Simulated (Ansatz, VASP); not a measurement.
# One calculation of Sb, two programs

```xyz
2
Lattice="4.0588 0.0000 0.0000 -2.0294 3.5150 0.0000 0.0000 0.0000 27.1000" Properties=species:S:1:pos:R:3 pbc="T T T"
Sb    0.0000    2.3433    6.9941
Sb    2.0294    1.1717    8.6559
```

Alike in both runs: functional revPBE; dispersion D3(BJ); k mesh 12 × 12 × 1; occupations gaussian, width 0.03 eV; no spin polarisation.

Ansatz relaxed the structure, and its values are those at the end. VASP's run is a single point on that final structure, the one shown.

|  | VASP | Ansatz |
| --- | --- | --- |
| version | VASP 6.6.1 | Ansatz 0.2.0 |
| potentials or method | VASP PAW PBE potentials, release 64 (Sb), cutoff 400 eV | scalar-relativistic, plane waves, PAW |
| valence electrons in the cell | 10 | 30 |

VASP gave:

```
gap on the k mesh at the Fermi level (eV) : 1.18
least direct gap on the mesh (eV)         : 1.69
rms of the force components (eV/Å)        : 0.044
```

**Question.** Which values does Ansatz return?

**Answer.** gap on the k mesh at the Fermi level (eV): 1.17; least direct gap on the mesh (eV): 1.72; rms of the force components (eV/Å): 0.000.

VASP's potentials were made for PBE, not for revPBE. VASP's potentials hold 10 valence electrons a cell and Ansatz's 30, so a difference there can come from the potentials and not from the codes. Ansatz's warnings: slab cell height set, structure snapped to symmetry.

Spin-orbit coupling is off throughout.
